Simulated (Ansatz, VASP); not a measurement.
## Two plane-wave programs on KMgF3

Contents of POSCAR:

```
KMgF3
1.0
    4.0582992159      0.0000000000      0.0000000000
    0.0000000000      4.0582992159      0.0000000000
    0.0000000000      0.0000000000      4.0582992159
K Mg F
1 1 3
Direct
    0.5000000000      0.5000000000      0.5000000000
    0.0000000000      0.0000000000      0.0000000000
    0.5000000000      0.0000000000      0.0000000000
    0.0000000000      0.5000000000      0.0000000000
    0.0000000000      0.0000000000      0.5000000000
```

Contents of INCAR.step1:

```
  PREC = Accurate
  ENCUT = 520
  ISMEAR = 0
  SIGMA = 0.01
  LREAL = False
  LASPH = True
  NELM = 80
  NBANDS = 24
  GGA = PE
  ALGO = Normal
  EDIFF = 1E-4
  LWAVE = True
  LCHARG = False
```

The input INCAR.step2:

```
  PREC = Accurate
  ENCUT = 520
  EDIFF = 1E-6
  ISMEAR = 0
  SIGMA = 0.01
  LREAL = False
  LASPH = True
  NELM = 80
  ALGO = Normal
  ISIF = 2
  LWAVE = False
  LCHARG = False
  METAGGA = R2SCAN
  LMIXTAU = True
  NBANDS = 24
  ISTART = 1
```

Contents of KPOINTS:

```
Automatic mesh
0
Gamma
  6 6 6
```

Input for Ansatz:

```yaml
crystal:
  lattice:
    - [4.0582992159, 0.0, 0.0]
    - [0.0, 4.0582992159, 0.0]
    - [0.0, 0.0, 4.0582992159]
  atoms:
    - { symbol: K, position: [0.5, 0.5, 0.5] }
    - { symbol: Mg, position: [0.0, 0.0, 0.0] }
    - { symbol: F, position: [0.5, 0.0, 0.0] }
    - { symbol: F, position: [0.0, 0.5, 0.0] }
    - { symbol: F, position: [0.0, 0.0, 0.5] }
kpoints:
  mp_grid: { grid: [6, 6, 6] }
hamiltonian:
  xc: r2scan
scf:
  occupations: { method: fixed }
  n_extra_bands: 5
output:
  forces: true
  stress: true
  eigenvalues: true
```

Alike in both runs: task single point; functional r2SCAN; k mesh 6 × 6 × 6; no spin polarisation.

|  | VASP | Ansatz |
| --- | --- | --- |
| version | VASP 6.6.1 | Ansatz 0.2.0 |
| potentials or method | VASP PAW PBE potentials, release 64 (K_sv, Mg, F) | plane waves, PAW |
| plane-wave cutoff (eV) | 520 | 500 |
| occupations | gaussian, width 0.01 eV | fixed |
| valence electrons in the cell | 32 | 40 |

Ansatz gave:

| Property | Result |
| --- | --- |
| gap on the k mesh at the Fermi level (eV) | 7.86 |
| pressure (GPa) | -4.0 |

Problem. Estimate VASP's values.

Solution. gap on the k mesh at the Fermi level (eV): 7.83; pressure (GPa): -4.6.

VASP's potentials were made for PBE, not for r2SCAN. VASP's potentials hold 32 valence electrons a cell and Ansatz's 40, so a difference there can come from the potentials and not from the codes.
